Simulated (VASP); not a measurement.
Al, 1 atom in the cell. The structure is cubic, space group Fm-3m (No. 225). The conventional cell has a = 4.050 Å, b = 4.050 Å, c = 4.050 Å, α = 90.00°, β = 90.00°, γ = 90.00°. Al (site symmetry m-3m) has 12 Al at 2.86 Å within 3.8 Å. 

```yaml
Program: VASP 6.6.1
Task: single point
Functional: PBE
Potentials_or_basis: VASP PAW PBE potentials, release 64 (Al)
Cutoff: 520 eV
k_mesh: 18 × 18 × 18
Occupations: gaussian, width 0.05 eV
Spin: no spin polarisation
Dipole_correction: no
Further_INCAR_settings: ALGO = Normal; EDIFF = 1e-07; NBANDS = 8
```

Potentials or basis: VASP PAW PBE potentials, release 64 (Al).

Launch:

```bash
$ cat potpaw_PBE.64/Al/POTCAR > POTCAR
$ mpirun -np 1 vasp_std > vasp.out
```

Hardware: 1 thread of Intel(R) Xeon(R) Platinum 8259CL CPU @ 2.50GHz (Skylake/Cascade Lake), on a shared host.

Question: Estimate the wall time of this run.

Answer: Wall time 12 s on 1 thread of Intel(R) Xeon(R) Platinum 8259CL CPU @ 2.50GHz (Skylake/Cascade Lake), on a shared host, peak memory 0.14 GiB. Counts: scf iterations 11, k points 195.
